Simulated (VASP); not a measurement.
Al, 1 atom in the cell. The structure is cubic, space group Fm-3m (No. 225). The conventional cell has a = 4.149 Å, b = 4.149 Å, c = 4.149 Å, α = 90.00°, β = 90.00°, γ = 90.00°. Within 3.9 Å of Al (site symmetry m-3m) lie 12 Al at 2.93 Å.  This cell differs from its parent crystal: strain +0.025 along x and y, +0.025 along z.

* Program: VASP 6.6.1
* Task: single point
* Functional: PBEsol
* Potentials or basis: VASP PAW PBE potentials, release 64 (Al)
* Cutoff: 520 eV
* k mesh: 20 × 20 × 20
* Occupations: gaussian, width 0.15 eV
* Spin: no spin polarisation
* Dipole correction: no
* Further INCAR settings: ALGO = Normal; EDIFF = 1e-06; NBANDS = 8

Potentials or basis: VASP PAW PBE potentials, release 64 (Al).

The run is started by

```sh
$ cat potpaw_PBE.64/Al/POTCAR > POTCAR
$ mpirun -np 1 vasp_std > vasp.out
```

Hardware: 1 thread of AMD EPYC 9R45 96-Core Processor (Zen 5), with other jobs on the host.

**Question.** How long does it take, and how much memory?

**Answer.** Wall time 14 s on 1 thread of AMD EPYC 9R45 96-Core Processor (Zen 5) (shared host), peak memory 0.12 GiB. Counts: scf iterations 9, k points 256.
